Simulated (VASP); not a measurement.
# Si (P6/mmm) in VASP: further runs, part 2 of 2

VASP 6.6.1. Earlier steps stand in the parts before.

## (4) Single point, LDA

This run uses another cell than the first one, of 14.67 Å³/atom, 1.042 times its volume.

File INCAR:

```
SYSTEM = Si
PREC = Accurate
ENCUT = 500
EDIFF = 1E-6
ISMEAR = -1
SIGMA = 0.05
LREAL = .FALSE.
LASPH = .TRUE.
NELM = 120
ALGO = Normal
ISIF = 2
LWAVE = .FALSE.
LCHARG = .FALSE.
GGA = CA
NBANDS = 8
GGA_COMPAT = .FALSE.
```

File KPOINTS:

```
regular mesh
0
G
  12 12 11
  0 0 0
```

File POSCAR:

```
Si
1.0
    2.6205428149      0.0000000000      0.0000000000
   -1.3102714075      2.2694566494      0.0000000000
    0.0000000000      0.0000000000      2.4663543900
Si
1
Direct
    0.0000000000      0.0000000000      0.0000000000
```

Command:

```
$ cat potpaw_LDA.64/Si/POTCAR > POTCAR
$ mpirun -np 1 vasp_std > vasp.out
```

It took 7.1 s on 1 thread of Intel Xeon Platinum 8488C (Sapphire Rapids), shared host; peak memory 0.11 GiB.

Results (log left out):

```
Free energy            : -5.7441 eV
Pressure               : -0.9 GPa
Band gap on the k mesh : zero (band 2 reaches 17.19 eV, above the bottom of band 3 at 5.10 eV)
```

Stress tensor (GPa, compression positive):
```
-2.30  0.00  0.00
 0.00 -2.30  0.00
 0.00  0.00  1.79
```

Levels at points of the mesh, in eV from the Fermi level:
```
           k point  band 1  band 2  band 3  band 4  band 5  band 6
(0.00, 0.00, 0.00)  -14.06    7.57    7.97   10.26   10.26   12.29
(0.50, 0.00, 0.00)   -7.58   -6.74    5.13    6.58   12.75   15.16
```

## (5) Single point, LDA

This run uses another cell than the first one, of 14.96 Å³/atom, 1.062 times its volume.

File INCAR:

```
SYSTEM = Si
PREC     = Accurate       ! precision mode
ENCUT    = 500            ! plane-wave cutoff, eV
EDIFF    = 1E-6           ! SCF threshold, eV
ISMEAR   = -1             ! smearing method
SIGMA    = 0.05           ! smearing width, eV
LREAL    = .False.        ! projectors in reciprocal space
LASPH    = .True.         ! aspherical terms in the spheres
NELM     = 120            ! most SCF steps
ALGO     = Normal         ! electronic algorithm
ISIF     = 2              ! what is computed and relaxed
LWAVE    = .False.        ! write WAVECAR
LCHARG   = .False.        ! write CHGCAR
GGA      = CA             ! functional
NBANDS   = 8              ! bands
GGA_COMPAT= .False.
```

File KPOINTS:

```
regular mesh
0
Gamma
  12 12 11
  0 0 0
```

File POSCAR:

```
Si
1.0
    2.6378979089      0.0000000000      0.0000000000
   -1.3189489545      2.2844866016      0.0000000000
    0.0000000000      0.0000000000      2.4826883388
Si
1
Direct
    0.0000000000      0.0000000000      0.0000000000
```

Command:

```
$ cat potpaw_LDA.64/Si/POTCAR > POTCAR
$ mpirun -np 1 vasp_std > vasp.out
```

It took 7.4 s on 1 thread of Intel Xeon Platinum 8488C (Sapphire Rapids), shared host; peak memory 0.12 GiB.

It converged, with:

```yaml
Free_energy: -5.7404 eV
Pressure: -3.1 GPa
Band_gap_on_the_k_mesh: zero (band 2 reaches 16.92 eV, above the bottom of band 3 at 4.94 eV)
```

Stress tensor (GPa, compression positive):
```
-4.30  0.00  0.00
 0.00 -4.30  0.00
 0.00  0.00 -0.66
```

Levels at points of the mesh, in eV from the Fermi level:
| k point | band 1 | band 2 | band 3 | band 4 | band 5 | band 6 |
| --- | --- | --- | --- | --- | --- | --- |
| (0.00, 0.00, 0.00) | -13.88 | 7.56 | 7.83 | 10.05 | 10.05 | 12.21 |
| (0.50, 0.00, 0.00) | -7.53 | -6.62 | 5.04 | 6.56 | 12.49 | 15.04 |

## (6) Single point, LDA

This run uses another cell than the first one, of 13.79 Å³/atom, 0.979 times its volume.

File INCAR:

```
PREC = Accurate
ENCUT = 500
EDIFF = 1E-6
ISMEAR = -1
SIGMA = 0.05
LREAL = False
LASPH = True
NELM = 120
ALGO = Normal
ISIF = 2
LWAVE = False
LCHARG = True
GGA = CA
LELF = True
LVHAR = True
NBANDS = 8
GGA_COMPAT = False
```

File KPOINTS:

```
Automatic mesh
0
Gamma
  12 12 11
```

File POSCAR:

```
Si
1.0
    2.5670473388      0.0000000000      0.0000000000
   -1.2835236694      2.2231282081      0.0000000000
    0.0000000000      0.0000000000      2.4160064996
Si
1
Direct
    0.0000000000      0.0000000000      0.0000000000
```

Potentials or basis: VASP PAW LDA potentials, release 64 (Si).

Command:

```
$ cat potpaw_LDA.64/Si/POTCAR > POTCAR
$ mpirun -np 1 vasp_std > vasp.out
```

OUTCAR:

```text
PREC = Accurate
   ENCUT = 500
   EDIFF = 1E-6
   ISMEAR = -1
   LREAL = False
   LASPH = True
   NELM = 120
   ISIF = 2
   GGA = CA

 ion  position               nearest neighbor table
   1  0.000  0.000  0.000-

  LATTYP: Found a hexagonal cell.
 ALAT       =     2.5670473388
 C/A-ratio  =     0.9411616463

  Lattice vectors:

 A1 = (   2.5670473388,   0.0000000000,   0.0000000000)
 A2 = (  -1.2835236694,   2.2231282081,   0.0000000000)
 A3 = (   0.0000000000,   0.0000000000,   2.4160064996)

Analysis of symmetry for initial positions (statically):
=====================================================================
 Subroutine PRICEL returns:
 Original cell was already a primitive cell.

 Routine SETGRP: Setting up the symmetry group for a
 hexagonal supercell.

 Subroutine GETGRP returns: Found 24 space group operations
 (whereof 24 operations were pure point group operations)
 out of a pool of 24 trial point group operations.

[... 153 lines left out ...]
  ---------------------------------------------------
  ext. energy  EPLUGINS =         0.00000000
  ---------------------------------------------------
  free energy    TOTEN  =        -5.72806833 eV

  energy without entropy =       -5.72497994  energy(sigma->0) =       -5.72652414

 E-fermi :  10.4679     XC(G=0): -11.3988

 val. band max:       10.4404268793   @ k =   0.4167   0.0000   0.4545
 cond. band min:      10.4704928262   @ k =   0.3333   0.2500   0.4545
 fundamental gap:      0.0300659469
 Fermi energy:        10.4678831519

 k-point     1 :       0.0000    0.0000    0.0000
  band No.  band energies     occupation
      1      -4.1652      2.00000
      2      18.0603      0.00000
      3      18.8643      0.00000
      4      21.3946      0.00000
      5      21.3946      0.00000
      6      22.9815      0.00000
      7      22.9815      0.00000
      8      28.6363      0.00000
[... 243 lines left out ...]
 k-point    24 :       0.3333    0.0000    0.0909
  band No.  band energies     occupation
      1      -0.7488      2.00000
      2       8.5457      2.00000
      3      16.7387      0.00000
      4      16.9458      0.00000
      5      20.3037      0.00000
      6      27.3081      0.00000
      7      27.7747      0.00000
      8      33.1282      0.00000

 [... further k-points ...]
[... 5 lines left out ...]
  --------------------------------------------------------------------------------------
  -------------------------------------------------------------------------------------
  Total        0.4559277      0.4559277      0.9386962      0.0000000     -0.0000000      0.0000000
  in kB       52.9797666     52.9797666    109.0784945      0.0000000     -0.0000000      0.0000000
  external PRESSURE =      71.6793425 kB  Pullay stress =       0.0000000 kB

 VOLUME and BASIS-vectors are now :
 -----------------------------------------------------------------------------
  energy-cutoff  :      500.00
  volume of cell :       13.79
      direct lattice vectors                 reciprocal lattice vectors
     2.567047339  0.000000000  0.000000000     0.389552614  0.224908306  0.000000000
    -1.283523669  2.223128208  0.000000000     0.000000000  0.449816613  0.000000000
     0.000000000  0.000000000  2.416006500     0.000000000  0.000000000  0.413906171

 POSITION                                       TOTAL-FORCE (eV/Angst)
 -----------------------------------------------------------------------------------
      0.00000      0.00000      0.00000        -0.000000      0.000000      0.000000
 -----------------------------------------------------------------------------------
    total drift:                                0.000000      0.000000     -0.000000

  FREE ENERGIE OF THE ION-ELECTRON SYSTEM (eV)
  ---------------------------------------------------
  free  energy   TOTEN  =        -5.7280683336 eV

  energy  without entropy=       -5.7249799389  energy(sigma->0) =       -5.72652414
```

stdout:

```text
POSCAR found type information on POSCAR Si
 POSCAR found :  1 types and       1 ions
 scaLAPACK will be used
 LDA part: xc-table for (Slater(with rela. corr.)+CA(PZ))
 , standard interpolation
 POSCAR, INCAR and KPOINTS ok, starting setup
 FFT: planning ... GRIDC
 FFT: planning ... GRID_SOFT
 FFT: planning ... GRID
 WAVECAR not read
 entering main loop
```

It took 4.9 s on 1 thread of AMD EPYC 9R45 (Zen 5), shared host; peak memory 0.08 GiB.

Results:

```yaml
Free_energy: -5.7281 eV
Pressure: 7.2 GPa
Band_gap_on_the_k_mesh: zero (band 2 reaches 18.06 eV, above the bottom of band 3 at 5.62 eV)
```

Levels at points of the mesh, in eV from the Fermi level:
```tsv
k point	band 1	band 2	band 3	band 4	band 5	band 6
(0.00, 0.00, 0.00)	-14.63	7.59	8.40	10.93	10.93	12.51
(0.50, 0.00, 0.00)	-7.76	-7.16	5.42	6.61	13.59	15.51
```

## (7) Overview

| cell | gap on the mesh (eV) | pressure (GPa) |
| --- | --- | --- |
| a = 2.585, b = 2.585, c = 2.433 Å, angles 90.0, 90.0, 120.0°, 1 atom | none | 4.2 |
| a = 2.603, b = 2.603, c = 2.450 Å, angles 90.0, 90.0, 120.0°, 1 atom | none | 1.5 |
| a = 2.621, b = 2.621, c = 2.466 Å, angles 90.0, 90.0, 120.0°, 1 atom | none | -0.9 |
| a = 2.638, b = 2.638, c = 2.483 Å, angles 90.0, 90.0, 120.0°, 1 atom | none | -3.1 |
| a = 2.567, b = 2.567, c = 2.416 Å, angles 90.0, 90.0, 120.0°, 1 atom | none | 7.2 |

Alike in all rows: task single point; level LDA; potentials or basis VASP PAW LDA potentials, release 64 (Si); no spin polarisation; k mesh 12 × 12 × 11; cutoff (eV) 500; smearing fermi-dirac 0.05 eV.

Total energies depend on the potentials used, so only differences within one code and one set of settings carry meaning.
